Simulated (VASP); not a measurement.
The system is Ta.

```
Ta
1.0
    -1.65128    1.65128    1.65128
     1.65128   -1.65128    1.65128
     1.65128    1.65128   -1.65128
Ta
1
Cartesian
  0.0000 0.0000 0.0000
```

- Program: VASP 6.6.1
- Task: relaxation of cell and atoms
- Functional: LDA
- Potentials or basis: VASP PAW LDA potentials, release 64 (Ta_pv)
- Cutoff: 600 eV
- k mesh: 24 × 24 × 24
- Occupations: fermi-dirac, width 0.08 eV
- Spin: no spin polarisation

At the start: pressure -8.2 GPa; volume 18.01 Å³/atom.

**Question.** Where does the relaxation end?

**Answer.** Over 7 steps the energy falls by 19.1 meV/atom and the volume is 17.29 Å³/atom (-4.0 %); space group Im-3m (No. 229, to 0.1 Å) before and after.

Step by step:
| step | energy change (eV) | largest force (eV/Å) | pressure (GPa) | volume (Å³) |
| --- | --- | --- | --- | --- |
| 1 | 0.0000 | 0.0000 | -8.24 | 18.01 |
| 2 | 0.0974 | 0.0000 | 25.32 | 15.70 |
| 3 | -0.0190 | 0.0000 | -0.33 | 17.32 |
| 4 | -0.0191 | 0.0000 | -0.03 | 17.29 |
| 5 | -0.0191 | 0.0000 | 0.15 | 17.28 |
| 6 | -0.0191 | 0.0000 | -0.29 | 17.32 |
| 7 | -0.0191 | 0.0000 | 0.00 | 17.29 |

Final structure:
```
Ta
1.0
    -1.62904    1.62904    1.62904
     1.62904   -1.62904    1.62904
     1.62904    1.62904   -1.62904
Ta
1
Direct
  0.00000 0.00000 0.00000
```
